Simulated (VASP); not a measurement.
# TiSi2 (Immm) in VASP: settings compared

Aim: see how the results for TiSi2 move with the level of theory and the settings. Levels: PBEsol, LDA, PBE+D3(BJ). Tasks: single point.

Program: VASP 6.6.1. These are calculated values, not measurements. Logs are shortened: lines on timing, memory, paths and dates and some standing lists are left out, and cuts for length are marked.

### Step 1. The cell of the first run

It takes space group Immm (No. 71, orthorhombic). The conventional cell has a = 2.946 Å, b = 3.424 Å, c = 8.424 Å, α = 90.00°, β = 90.00°, γ = 90.00°. Ti (site symmetry mmm) has 10 Si at 2.67 to 2.78 Å and 4 Ti at 2.95 to 3.42 Å within 3.5 Å. Within 3.5 Å of Si (site symmetry mm2) lie 9 Si at 2.63 to 3.42 Å and 5 Ti at 2.67 to 2.78 Å.

### Step 2. Single point, PBEsol

INCAR reads:

```
ALGO     = Normal         # electronic algorithm
EDIFF    = 1E-7           # SCF threshold, eV
ENCUT    = 520            # plane-wave cutoff, eV
GGA      = PS             # functional
ISIF     = 2              # what is computed and relaxed
ISMEAR   = -1             # smearing method
LASPH    = T              # aspherical terms in the spheres
LCHARG   = T              # write CHGCAR
LELF     = T              # ELF
LREAL    = F              # projectors in reciprocal space
LVHAR    = T            
LWAVE    = F              # write WAVECAR
NBANDS   = 17             # bands
NELM     = 60             # most SCF steps
PREC     = Accurate       # precision mode
SIGMA    = 0.05           # smearing width, eV
```

KPOINTS reads:

```
k-points
0
Gamma
  12 12 12
```

POSCAR reads:

```
TiSi2
1.0
   -1.4728720000      1.7121300000      4.2120830000
    1.4728720000     -1.7121300000      4.2120830000
    1.4728720000      1.7121300000     -4.2120830000
Ti Si
1 2
Direct
    0.0000000000      0.0000000000      0.0000000000
    0.6700780000      0.6700780000      0.0000000000
    0.3299220000      0.3299220000      0.0000000000
```

Potentials or basis: VASP PAW PBE potentials, release 64 (Ti_sv, Si).

Started as:

```bash
cat potpaw_PBE.64/Ti_sv/POTCAR potpaw_PBE.64/Si/POTCAR > POTCAR
mpirun -np 1 vasp_std > vasp.out
```

OUTCAR:

```text
EDIFF = 1E-7
   ENCUT = 520
   GGA = PS
   ISIF = 2
   ISMEAR = -1
   LASPH = T
   LREAL = F
   NELM = 60
   PREC = Accurate

 ion  position               nearest neighbor table
   1  0.000  0.000  0.000-   2 2.67   2 2.67   2 2.67   3 2.67   2 2.67   3 2.67   3 2.67   3 2.67
                             2 2.78   3 2.78
   2  0.670  0.670  0.000-   3 2.63   3 2.63   3 2.63   3 2.63   1 2.67   1 2.67   1 2.67   1 2.67
                             1 2.78   3 2.87
   3  0.330  0.330  0.000-   2 2.63   2 2.63   2 2.63   2 2.63   1 2.67   1 2.67   1 2.67   1 2.67
                             1 2.78   2 2.87

  LATTYP: Found a body centered orthorhombic cell.
 ALAT       =     2.9457440000
 B/A-ratio  =     1.1624431723
 C/A-ratio  =     2.8597753233

  Lattice vectors:

 A1 = (  -1.4728720000,   1.7121300000,   4.2120830000)
 A2 = (   1.4728720000,  -1.7121300000,   4.2120830000)
 A3 = (   1.4728720000,   1.7121300000,  -4.2120830000)

Analysis of symmetry for initial positions (statically):
=====================================================================
 Subroutine PRICEL returns:
 Original cell was already a primitive cell.

 Routine SETGRP: Setting up the symmetry group for a
 body centered orthorhombic supercell.

 Subroutine GETGRP returns: Found  8 space group operations
 (whereof  8 operations were pure point group operations)
 out of a pool of  8 trial point group operations.

The static configuration has the point symmetry D_2h.

Analysis of symmetry for dynamics (positions and initial velocities):
=====================================================================
 Subroutine PRICEL returns:
 Original cell was already a primitive cell.

 Routine SETGRP: Setting up the symmetry group for a
 body centered orthorhombic supercell.

 Subroutine GETGRP returns: Found  8 space group operations
 (whereof  8 operations were pure point group operations)
 out of a pool of  8 trial point group operations.

The dynamic configuration has the point symmetry D_2h.

 Subroutine INISYM returns: Found  8 space group operations
 (whereof  8 operations are pure point group operations),
 and found     1 'primitive' translations

----------------------------------------------------------------------------------------

                                     Primitive cell

  volume of cell :      42.4873

  direct lattice vectors                    reciprocal lattice vectors
    -1.472872000  1.712130000  4.212083000     0.000000000  0.292033899  0.118706113
     1.472872000 -1.712130000  4.212083000     0.339472812  0.000000000  0.118706113
     1.472872000  1.712130000 -4.212083000     0.339472812  0.292033899  0.000000000

  length of vectors
     4.779370698  4.779370698  4.779370698     0.315237909  0.359628880  0.447800836

  position of ions in fractional coordinates (direct lattice)
     0.000000000  0.000000000  0.000000000
     0.670078000  0.670078000  0.000000000
     0.329922000  0.329922000  0.000000000

  ion indices of the primitive-cell ions
   primitive index   ion index
                 1           1
                 2           2
                 3           3

----------------------------------------------------------------------------------------

 KPOINTS: k-points

Automatic generation of k-mesh.
 Grid dimensions read from file:
 generate k-points for:   12   12   12

 Generating k-lattice:

  Cartesian coordinates                     Fractional coordinates (reciprocal lattice)
     0.000000000  0.024336158  0.009892176     0.083333333  0.000000000 -0.000000000
     0.028289401  0.000000000  0.009892176     0.000000000  0.083333333  0.000000000
     0.028289401  0.024336158  0.000000000    -0.000000000  0.000000000  0.083333333

  Length of vectors
     0.026269826  0.029969073  0.037316736

  Shift w.r.t. Gamma in fractional coordinates (k-lattice)
     0.000000000  0.000000000  0.000000000

 Subroutine IBZKPT returns following result:
 ===========================================

 Found    280 irreducible k-points:

 Following reciprocal coordinates:
            Coordinates               Weight
  0.000000  0.000000  0.000000      1.000000
  0.083333  0.000000 -0.000000      4.000000
  0.166667 -0.000000  0.000000      4.000000
  0.250000  0.000000 -0.000000      4.000000
  0.333333  0.000000  0.000000      4.000000
  0.416667 -0.000000  0.000000      4.000000
[... 16 lines left out ...]
  0.250000  0.166667 -0.000000      8.000000
  0.333333  0.166667  0.000000      8.000000
 [... further k-points ...]
   k-points           NKPTS =    280   k-points in BZ     NKDIM =    280   number of bands    NBANDS=     17
   number of dos      NEDOS =    301   number of ions     NIONS =      3
   total plane-waves  NPLWV =  46656
   dimension x,y,z NGX =    36 NGY =   36 NGZ =   36
   dimension x,y,z NGXF=    72 NGYF=   72 NGZF=   72
   ions per type =               1   2
   NGX,Y,Z   is equivalent  to a cutoff of  12.52, 12.52, 12.52 a.u.
   NGXF,Y,Z  is equivalent  to a cutoff of  25.04, 25.04, 25.04 a.u.
 SYSTEM =  unknown system
   PREC   = accura    normal or accurate (medium, high low for compatibility)
   ISTART =      0    job   : 0-new  1-cont  2-samecut
   ICHARG =      2    charge: 1-file 2-atom 10-const
   ISPIN  =      1    spin polarized calculation?
   LNONCOLLINEAR =      F non collinear calculations
   LSORBIT =      F    spin-orbit coupling
   LASPH  =      T    aspherical Exc in radial PAW
   ENCUT  =  520.0 eV  38.22 Ry    6.18 a.u.   8.89  8.89  8.89*2*pi/ulx,y,z
   NELM   =     60;   NELMIN=  2; NELMDL= -5     # of ELM steps
   EDIFF  = 0.1E-06   stopping-criterion for ELM
   LREAL  =      F    real-space projection
   EDIFFG = 0.1E-05   stopping-criterion for IOM
   NSW    =      0    number of steps for IOM
   IBRION =     -1    ionic relax: 0-MD 1-quasi-New 2-CG
   NFREE  =      0    steps in history (QN), initial steepest desc. (CG)
   ISIF   =      2    stress and relaxation
   ISYM   =      2    0-nonsym 1-usesym 2-fastsym
   POTIM  = 0.5000    time-step for ionic-motion
   TEBEG  =    0.0;   TEEND  =   0.0 temperature during run
   PSTRESS=    0.0 pullay stress
   NELECT =      20.0000    total number of electrons
   NUPDOWN=      -1.0000    fix difference up-down
   EMIN   =  10.00;   EMAX   =-10.00  energy-range for DOS
   EFERMI =   0.00;   METHOD = LEGACY
   ISMEAR =    -1;   SIGMA  =   0.05  broadening in eV -4-tet -1-fermi 0-gaus
   EFERMI_NEDOS =   21; number of points for ismear=-14 and -15
   IALGO  =     38    algorithm
   IMIX   =      4    mixing-type and parameters
     AMIX     =   0.40;   BMIX     =  1.00
     AMIX_MAG =   1.60;   BMIX_MAG =  1.00
  volume/ion in A,a.u.               =      14.16        95.57
  Fermi-wavevector in a.u.,A,eV,Ry     =   1.273499  2.406564 22.065925  1.621800
  Thomas-Fermi vector in A             =   2.406319
   LORBIT       =      0    0 simple, 1 ext, 2 COOP (PROOUT), +10 PAW based schemes
   GGA     = PS    functional components
   LHFCALC =     F    Hartree Fock is set to
   AEXX    =    0.0000 exact exchange contribution
   IVDW    =     0    specifies the selected vdW correction
   LEPSILON=     F    determine dielectric tensor
   LRPA    =     F    only Hartree local field effects (RPA)
 non-spin polarized calculation
  energy-cutoff  :      520.00
  volume of cell :       42.49
 maximum number of plane-waves:      1174
   NGX = 17   NGY = 17   NGZ = 17

 number of electron      19.9999998 magnetization

 Free energy of the ion-electron system (eV)
  ---------------------------------------------------
  ext. energy  EPLUGINS =         0.00000000
  ---------------------------------------------------
  free energy    TOTEN  =       -21.33386812 eV

  energy without entropy =      -21.32268341  energy(sigma->0) =      -21.32827577

 E-fermi :   9.9135     XC(G=0): -11.7787

 val. band max:        9.9113963883   @ k =   0.5000   0.5000   0.3333
 cond. band min:       9.9172098779   @ k =   0.5000   0.1667  -0.0000
 fundamental gap:      0.0058134896
 Fermi energy:         9.9134857899

 k-point     1 :       0.0000    0.0000    0.0000
  band No.  band energies     occupation
      1     -46.1094      2.00000
      2     -22.5433      2.00000
      3     -22.5206      2.00000
      4     -22.2673      2.00000
      5      -2.6333      2.00000
      6       5.1734      2.00000
[... 9 lines left out ...]
     16      15.3968      0.00000
     17      15.7116      0.00000

 k-point     2 :       0.0833    0.0000   -0.0000
  band No.  band energies     occupation
      1     -46.1090      2.00000
      2     -22.5428      2.00000
      3     -22.5271      2.00000
      4     -22.2668      2.00000
      5      -2.5316      2.00000
      6       4.9056      2.00000
[... 9 lines left out ...]
     16      15.3064      0.00000
     17      15.8402      0.00000

 k-point     3 :       0.1667   -0.0000    0.0000
  band No.  band energies     occupation
      1     -46.1078      2.00000
      2     -22.5450      2.00000
      3     -22.5413      2.00000
      4     -22.2656      2.00000
      5      -2.2302      2.00000
      6       4.3922      2.00000
[... 9 lines left out ...]
     16      15.7687      0.00000
     17      16.1963      0.00000

 k-point     4 :       0.2500    0.0000   -0.0000
  band No.  band energies     occupation
      1     -46.1061      2.00000
      2     -22.5691      2.00000
      3     -22.5395      2.00000
      4     -22.2639      2.00000
      5      -1.7394      2.00000
      6       3.6640      2.00000
[... 9 lines left out ...]
     16      16.6629      0.00000
     17      17.5254      0.00000
[... 343 lines left out ...]
      1     -46.0984      2.00000
      2     -22.5349      2.00000
      3     -22.5321      2.00000
      4     -22.3526      2.00000
      5      -1.6205      2.00000
      6       3.9423      2.00000
[... 9 lines left out ...]
     16      15.4701      0.00000
     17      16.4220      0.00000

 k-point    23 :       0.2500    0.1667   -0.0000
  band No.  band energies     occupation
      1     -46.0969      2.00000
      2     -22.5580      2.00000
      3     -22.5305      2.00000
      4     -22.3503      2.00000
      5      -1.1074      2.00000
      6       3.4868      2.00000
[... 9 lines left out ...]
     16      15.5523      0.00000
     17      17.6679      0.00000

 k-point    24 :       0.3333    0.1667    0.0000
  band No.  band energies     occupation
      1     -46.0953      2.00000
      2     -22.5812      2.00000
      3     -22.5283      2.00000
      4     -22.3480      2.00000
      5      -0.4377      2.00000
      6       2.7944      2.00000
[... 9 lines left out ...]
     16      15.1434      0.00000
     17      17.7009      0.00000

 [... further k-points ...]

------------------------ aborting loop because EDIFF is reached ----------------------------------------

  FORCE on cell =-STRESS in cart. coord.  units (eV):
  Direction    XX          YY          ZZ          XY          YZ          ZX
  --------------------------------------------------------------------------------------
  -------------------------------------------------------------------------------------
  Total       -0.7577063     -0.9521927     -1.0915645     -0.0000000      0.0000000      0.0000000
  in kB      -28.5727999    -35.9068054    -41.1624618     -0.0000000      0.0000000      0.0000000
  external PRESSURE =     -35.2140223 kB  Pullay stress =       0.0000000 kB

 VOLUME and BASIS-vectors are now :
 -----------------------------------------------------------------------------
  energy-cutoff  :      520.00
  volume of cell :       42.49
      direct lattice vectors                 reciprocal lattice vectors
    -1.472872000  1.712130000  4.212083000     0.000000000  0.292033899  0.118706113
     1.472872000 -1.712130000  4.212083000     0.339472812  0.000000000  0.118706113
     1.472872000  1.712130000 -4.212083000     0.339472812  0.292033899  0.000000000

 POSITION                                       TOTAL-FORCE (eV/Angst)
 -----------------------------------------------------------------------------------
      0.00000      0.00000      0.00000        -0.000000      0.000000     -0.000000
      0.00000      0.00000      5.64485         0.000000      0.000000     -0.067150
      0.00000      0.00000      2.77932         0.000000     -0.000000      0.067150
 -----------------------------------------------------------------------------------
    total drift:                               -0.000000      0.000000     -0.000000

  FREE ENERGIE OF THE ION-ELECTRON SYSTEM (eV)
  ---------------------------------------------------
  free  energy   TOTEN  =       -21.3338681222 eV

  energy  without entropy=      -21.3226834080  energy(sigma->0) =      -21.32827577
```

Wall time 3.1 min (1 thread of AMD EPYC 9R45 (Zen 5), shared host); peak memory 0.31 GiB.

What came out:

```yaml
Free_energy: -21.3339 eV
Pressure: -3.5 GPa
Largest_force: 0.067 eV/Å
Band_gap_on_the_k_mesh: zero (band 10 reaches 11.24 eV, above the bottom of band 11 at 8.91 eV)
```

Forces on the atoms (eV/Å):
```
Ti   0.000  0.000  0.000
Si   0.000  0.000 -0.067
Si   0.000  0.000  0.067
```

Stress tensor (GPa, compression positive):
```
-2.86  0.00  0.00
 0.00 -3.59  0.00
 0.00  0.00 -4.12
```

Levels at points of the mesh, in eV from the Fermi level:
```
           k point  band 6  band 7  band 8  band 9  band 10  band 11  band 12  band 13  band 14  band 15
(0.00, 0.00, 0.00)   -4.74   -4.12   -2.14   -0.63     0.76     2.04     2.40     3.15     3.77     4.08
(0.50, 0.00, 0.00)   -9.10   -4.32   -3.75   -0.69     0.95     2.04     2.58     3.52     4.03     5.51
(0.00, 0.50, 0.00)   -8.12   -3.59   -3.38   -0.93    -0.44     0.97     2.80     3.37     4.01     4.25
(0.50, 0.50, 0.00)   -5.28   -5.05   -4.65   -2.89    -1.30    -0.64     2.74     2.91     3.12     3.50
(0.50, 0.50, 0.50)   -8.82   -1.29   -1.27   -0.35     0.45     1.97     2.46     2.48     3.70     3.81
```

Caveat: the PAW data sets were made with another functional, which shifts forces and pressure a little.

### Step 3. Single point, LDA

INCAR reads:

```
SYSTEM = TiSi2
  PREC = Accurate
  ENCUT = 520
  EDIFF = 1E-6
  ISMEAR = -1
  SIGMA = 0.05
  LREAL = .False.
  LASPH = .True.
  NELM = 80
  ALGO = Normal
  ISIF = 2
  LWAVE = .False.
  LCHARG = .False.
  NBANDS = 17
```

KPOINTS reads:

```
Automatic mesh
0
Gamma
  12 12 12
  0 0 0
```

POSCAR is that of step 2.

Potentials or basis: VASP PAW LDA potentials, release 64 (Ti_sv, Si).

Started as:

```bash
cat potpaw_LDA.64/Ti_sv/POTCAR potpaw_LDA.64/Si/POTCAR > POTCAR
mpirun -np 1 vasp_std > vasp.out
```

Run time: 2.9 min. Hardware: 1 thread of AMD EPYC 9R45 (Zen 5), shared host; peak memory 0.29 GiB.

Results (log left out):

```yaml
Free_energy: -21.9158 eV
Pressure: -6.4 GPa
Largest_force: 0.111 eV/Å
Band_gap_on_the_k_mesh: zero (band 10 reaches 11.18 eV, above the bottom of band 11 at 8.90 eV)
```

Forces in eV/Å, atoms in the order of the input:
```
Ti   0.000  0.000  0.000
Si   0.000  0.000 -0.111
Si   0.000  0.000  0.111
```

Stress tensor (GPa, compression positive):
```
-5.64  0.00  0.00
 0.00 -6.53  0.00
 0.00  0.00 -7.07
```

Levels at points of the mesh, in eV from the Fermi level:
| k point | band 7 | band 8 | band 9 | band 10 | band 11 | band 12 | band 13 | band 14 |
| --- | --- | --- | --- | --- | --- | --- | --- | --- |
| (0.00, 0.00, 0.00) | -4.10 | -2.13 | -0.62 | 0.74 | 2.08 | 2.37 | 3.17 | 3.75 |
| (0.50, 0.00, 0.00) | -4.24 | -3.71 | -0.68 | 0.93 | 2.01 | 2.54 | 3.49 | 4.06 |
| (0.00, 0.50, 0.00) | -3.53 | -3.35 | -0.94 | -0.44 | 0.96 | 2.80 | 3.33 | 4.00 |
| (0.50, 0.50, 0.00) | -4.97 | -4.66 | -2.85 | -1.30 | -0.56 | 2.74 | 2.87 | 3.10 |
| (0.50, 0.50, 0.50) | -1.25 | -1.23 | -0.34 | 0.43 | 1.94 | 2.42 | 2.47 | 3.67 |

(Part 1 of 2 ends here.)
